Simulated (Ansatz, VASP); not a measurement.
One calculation of MnHg, two programs

File INCAR:

```
SYSTEM = MnHg
ALGO = Normal
EDIFF = 1E-6
ENCUT = 520
GGA = PE
ISIF = 2
ISMEAR = -1
ISPIN = 2
LASPH = .TRUE.
LCHARG = .FALSE.
LMAXMIX = 4
LORBIT = 11
LREAL = .FALSE.
LWAVE = .FALSE.
MAGMOM = 0 6
NBANDS = 24
NELM = 150
NUPDOWN = 6.0
PREC = Accurate
SIGMA = 0.05
```

Contents of KPOINTS:

```
k-points
0
G
  7 7 7
  0 0 0
```

Contents of POSCAR:

```
MnHg
1.0
    3.3150000000      0.0000000000      0.0000000000
    0.0000000000      3.3150000000      0.0000000000
    0.0000000000      0.0000000000      3.3150000000
Hg Mn
1 1
Direct
    0.0000000000      0.0000000000      0.0000000000
    0.5000000000      0.5000000000      0.5000000000
```

The input input.yaml:

```yaml
crystal:
  lattice:
    - [3.315, 0.0, 0.0]
    - [0.0, 3.315, 0.0]
    - [0.0, 0.0, 3.315]
  atoms:
    - { symbol: Hg, position: [0.0, 0.0, 0.0] }
    - { symbol: Mn, position: [0.5, 0.5, 0.5], spin: 6.0 }
hamiltonian:
  xc: pbe
  pseudopotentials: { kind: paw }
magnetization:
  spin_polarized: true
  initial_magnetization: 6.0
  spin_locking: { lock_magnetization: hard }
kpoints:
  mp_grid: { grid: [7, 7, 7] }
scf:
  occupations: { method: fermi_dirac, width: 0.05 }
  lower_state_search: "off"
output:
  forces: true
  stress: true
  eigenvalues: true
```

Alike in both runs: task single point; functional PBE; k mesh 7 × 7 × 7; occupations fermi-dirac, width 0.05 eV; collinear spin; fixed moment 6 μB.

|  | VASP | Ansatz |
| --- | --- | --- |
| version | VASP 6.6.1 | Ansatz 0.2.0 |
| potentials or method | VASP PAW PBE potentials, release 64 (Hg, Mn_pv) | Ansatz PAW |
| plane-wave cutoff (eV) | 520 | 420 |
| valence electrons in the cell | 25 | 35 |

|  | VASP | Ansatz | Ansatz less VASP |
| --- | --- | --- | --- |
| pressure (GPa) | 23.1 | 22.7 | -0.39 |
| net moment per atom (μB) | 3.00 | 3.00 | 0.000 |
| size of the moment on the site where the two differ most (μB) | 4.66 | 4.79 | +0.132 |

Site moments also hang on the region over which each program counts them. VASP's potentials hold 25 valence electrons a cell and Ansatz's 35, so a difference there can come from the potentials and not from the codes.

Neither program's run includes spin-orbit coupling.
